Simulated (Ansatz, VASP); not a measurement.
Two plane-wave programs on KI

Contents of INCAR:

```
ALGO = Normal ; EDIFF = 1E-6
ENCUT = 520 ; GGA = PE
ISIF = 2 ; ISMEAR = 0
LASPH = True ; LCHARG = False
LREAL = False ; LWAVE = False
NBANDS = 15 ; NELM = 60
PREC = Accurate ; SIGMA = 0.05
```

KPOINTS

```
k-points
0
Gamma
  6 6 6
```

POSCAR

```
KI
1.0
    0.0000000000      3.4915442646      3.5873258652
    3.4915442646      0.0000000000      3.5873258652
    3.4915442646      3.4915442646      0.0000000000
K I
1 1
Direct
   -0.0533545062     -0.0533545062      0.0533545062
    0.5164381167      0.5164381167      0.4835618833
```

Input for Ansatz:

```yaml
crystal:
  lattice:
    - [0.0, 3.4915442646, 3.5873258652]
    - [3.4915442646, 0.0, 3.5873258652]
    - [3.4915442646, 3.4915442646, 0.0]
  atoms:
    - { symbol: K, position: [-0.0533545062, -0.0533545062, 0.0533545062] }
    - { symbol: I, position: [0.5164381167, 0.5164381167, 0.4835618833] }
basis:
  ecutwfc: 420
kpoints:
  mp_grid: { grid: [6, 6, 6] }
hamiltonian:
  xc: pbe
scf:
  occupations: { method: gaussian, width: 0.05 }
output:
  forces: true
  stress: true
  eigenvalues: true
```

Change from the starting cell: mode 6 frozen in at -0.383 Å, equal normal strain along x and y -0.0267.

Alike in both runs: task single point; functional PBE; k mesh 6 × 6 × 6; occupations gaussian, width 0.05 eV; no spin polarisation.

|  | VASP | Ansatz |
| --- | --- | --- |
| version | VASP 6.6.1 | Ansatz 0.2.0 |
| potentials or method | VASP PAW PBE potentials, release 64 (K_sv, I), cutoff 520 eV | scalar-relativistic, plane waves, PAW |
| valence electrons in the cell | 16 | 26 |

```csv
,VASP,Ansatz,Ansatz less VASP
gap on the k mesh at the Fermi level (eV),4.04,4.04,+0.005
least direct gap on the mesh (eV),4.04,4.04,+0.005
pressure (GPa),1.7,1.7,-0.05
"traceless stress, the component that is largest in VASP (GPa)",2.07,2.04,-0.021
rms of the force components (eV/Å),0.436,0.432,-0.0046
```

Atom by atom the forces differ by 0.005 eV/Å (rms over components). VASP's potentials hold 16 valence electrons a cell and Ansatz's 26, so a difference there can come from the potentials and not from the codes.

Neither program's run includes spin-orbit coupling.
